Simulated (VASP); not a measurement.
KBr, 4 atoms in the cell. It takes space group P6_3/mmc (No. 194, hexagonal). The conventional cell has a = 4.642 Å, b = 4.642 Å, c = 8.108 Å, α = 90.00°, β = 90.00°, γ = 120.00°. K (site symmetry -3m) has 6 Br at 3.36 Å and 2 K at 4.05 Å within 4.4 Å. Br (site symmetry -6m2) has 6 K at 3.36 Å within 4.4 Å. 

| Quantity | Value |
| --- | --- |
| Program | VASP 6.6.1 |
| Task | relaxation of cell and atoms |
| Functional | LDA |
| Potentials or basis | VASP PAW LDA potentials, release 64 (K_sv, Br) |
| Cutoff | 600 eV |
| k mesh | 6 × 6 × 4 |
| Occupations | fermi-dirac, width 0.02 eV |
| Spin | no spin polarisation |
| Dipole correction | no |
| Further INCAR settings | ALGO = Normal; EDIFF = 1e-07; IBRION = 2; EDIFFG = -0.005; NSW = 80; ISIF = 3 |

Potentials or basis: VASP PAW LDA potentials, release 64 (K_sv, Br).

Command:

```bash
$ cat potpaw_LDA.64/K_sv/POTCAR potpaw_LDA.64/Br/POTCAR > POTCAR
$ mpirun -np 1 vasp_std > vasp.out
```

Hardware: 1 thread of Intel(R) Xeon(R) 6975P-C (Granite Rapids) (shared host).

Question: Estimate the wall time of this run.

Answer: It took 4.2 min on 1 thread of Intel(R) Xeon(R) 6975P-C (Granite Rapids), with other jobs on the host, peak memory 0.31 GiB. Counts: scf iterations 73, k points 21, ion steps 9.
